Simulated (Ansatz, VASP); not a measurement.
# Mg2Si3N in VASP and in Ansatz

```
CELL_PARAMETERS angstrom
3.21795 0.00000 0.00000
-1.60897 2.78682 0.00000
0.00000 0.00000 10.20852
ATOMIC_POSITIONS crystal
Mg 0.66667 0.33333 0.89848
Mg 0.33333 0.66667 0.10152
Si 0.33333 0.66667 0.66255
Si 0.00000 0.00000 0.50000
Si 0.66667 0.33333 0.33745
N 0.00000 0.00000 0.00000
```

Alike in both runs: functional PBE; k mesh 12 × 12 × 4; occupations gaussian, width 0.1 eV; no spin polarisation.

Ansatz relaxed the structure, and its values are those at the end. VASP's run is a single point on that final structure, the one shown.

|  | VASP | Ansatz |
| --- | --- | --- |
| version | VASP 6.6.1 | Ansatz 0.2.0 |
| potentials or method | VASP PAW PBE potentials, release 64 (Mg, Si, N), cutoff 520 eV | scalar-relativistic, plane waves, PAW |
| valence electrons in the cell | 21 | 37 |

```tsv
	VASP	Ansatz	Ansatz less VASP
gap on the k mesh at the Fermi level (eV)	none	none	-
pressure (GPa)	-0.2	0.0	+0.21
rms of the force components (eV/Å)	0.013	0.001	-0.0118
```

A gap of «none» marks a metal or a gap that the smearing closes. VASP's potentials hold 21 valence electrons a cell and Ansatz's 37, so a difference there can come from the potentials and not from the codes.
